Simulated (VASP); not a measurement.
Here is a VASP 6.6.1 calculation.

File INCAR:

```
SYSTEM = SbPt
ALGO     = Normal         ! electronic algorithm
EDIFF    = 1E-6           ! SCF threshold, eV
ENCUT    = 520            ! plane-wave cutoff, eV
GGA      = PS             ! functional
ISIF     = 2              ! what is computed and relaxed
ISMEAR   = 0              ! smearing method
LASPH    = .True.         ! aspherical terms in the spheres
LCHARG   = .False.        ! write CHGCAR
LREAL    = .False.        ! projectors in reciprocal space
LWAVE    = .False.        ! write WAVECAR
NBANDS   = 23             ! bands
NELM     = 80             ! most SCF steps
PREC     = Accurate       ! precision mode
SIGMA    = 0.1            ! smearing width, eV
```

KPOINTS

```
k-points
0
Gamma
  12 12 10
  0 0 0
```

POSCAR

```
SbPt
1.0
    4.2959073962      0.0000000000      0.0000000000
   -2.1479536981      3.7203649374      0.0000000000
    0.0000000000      0.0000000000      5.3657039017
Sb Pt
2 2
Direct
    0.3333333333      0.6666666667      0.2500000000
    0.6666666667      0.3333333333      0.7500000000
    0.0000000000      0.0000000000      0.0000000000
    0.0000000000      0.0000000000      0.5000000000
```

Potentials or basis: VASP PAW PBE potentials, release 64 (Sb, Pt).

Launch:

```sh
$ cat potpaw_PBE.64/Sb/POTCAR potpaw_PBE.64/Pt/POTCAR > POTCAR
$ mpirun -np 1 vasp_std > vasp.out
```

Predict the band gap on the k mesh.

zero (bands 15 and 16 overlap by 3.79 eV).

Estimate the pressure.

-4.6 GPa.

Stress tensor (GPa, compression positive):
```
-6.76  0.00  0.00
 0.00 -6.76  0.00
 0.00  0.00 -0.24
```

Caveat: the cell differs from its parent crystal (biaxial strain in the a-b plane: +3.0 %, then relaxed in part); the stress differs along the axes, from -7 to -0 GPa; the PAW data sets were made with another functional, which shifts forces and pressure a little; spin-orbit coupling is left out, which moves the levels of the heavy elements.
